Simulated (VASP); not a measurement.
Here is a VASP 6.6.1 calculation.

File INCAR:

```
PREC = Accurate ; ENCUT = 520
EDIFF = 1E-6 ; ISMEAR = -1
SIGMA = 0.1 ; LREAL = False
LASPH = True ; NELM = 100
ALGO = Normal ; ISIF = 2
LWAVE = False ; LCHARG = True
GGA = PE ; LELF = True
LVHAR = True ; NBANDS = 13
```

File KPOINTS:

```
Automatic mesh
0
Gamma
  17 17 17
```

File POSCAR:

```
Mo
1.0
    2.5267347795      0.0000000000      0.0000000000
    0.0000000000      2.5267347795      0.0000000000
    0.0000000000      0.0000000000      2.5267347795
Mo
1
Direct
    0.0000000000      0.0000000000      0.0000000000
```

Potentials or basis: VASP PAW PBE potentials, release 64 (Mo_sv).

Run with:

```console
$ cat potpaw_PBE.64/Mo_sv/POTCAR > POTCAR
$ mpirun -np 1 vasp_std > vasp.out
```

(1) Estimate the pressure.

(2) What does it give for the band gap on the k mesh?

## Answers

(1) 20.7 GPa.

(2) zero (band 7 reaches 13.66 eV, above the bottom of band 8 at 10.88 eV).
